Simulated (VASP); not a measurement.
Runs of VASP 6.6.1 on Cu. The structure is that of space group P6_3/mmc (No. 194), or close to it. The cells are those of the table. 

```csv
cell,gap on the mesh (eV),pressure (GPa)
"a = 2.498, b = 2.498, c = 8.115 Å, angles 90.0, 90.0, 120.0°, 4 atoms",none,-1.7
"a = 2.531, b = 2.531, c = 8.262 Å, angles 90.0, 90.0, 120.0°, 4 atoms",none,(b)
"a = 2.425, b = 2.425, c = 7.896 Å, angles 90.0, 90.0, 120.0°, 4 atoms",none,17.6
"a = 2.458, b = 2.458, c = 7.994 Å, angles 90.0, 90.0, 120.0°, 4 atoms",none,8.0
"a = 2.477, b = 2.477, c = 8.051 Å, angles 90.0, 90.0, 120.0°, 4 atoms",none,(a)
```

Alike in all rows: task single point; level PBEsol+D3(BJ); potentials or basis VASP PAW PBE potentials, release 64 (Cu); no spin polarisation; k mesh 10 × 10 × 3; cutoff (eV) 520; smearing methfessel-paxton 0.1 eV.

Task: Fill in the values left out.

Result: (a) 3.1; (b) -8.7.

Caveats: three body term missing; the PAW data sets were made with another functional, which shifts forces and pressure a little; pairwise dispersion overbinds metals, which lowers pressure and volume.

A gap of «none» marks levels without a gap at the run's occupations.
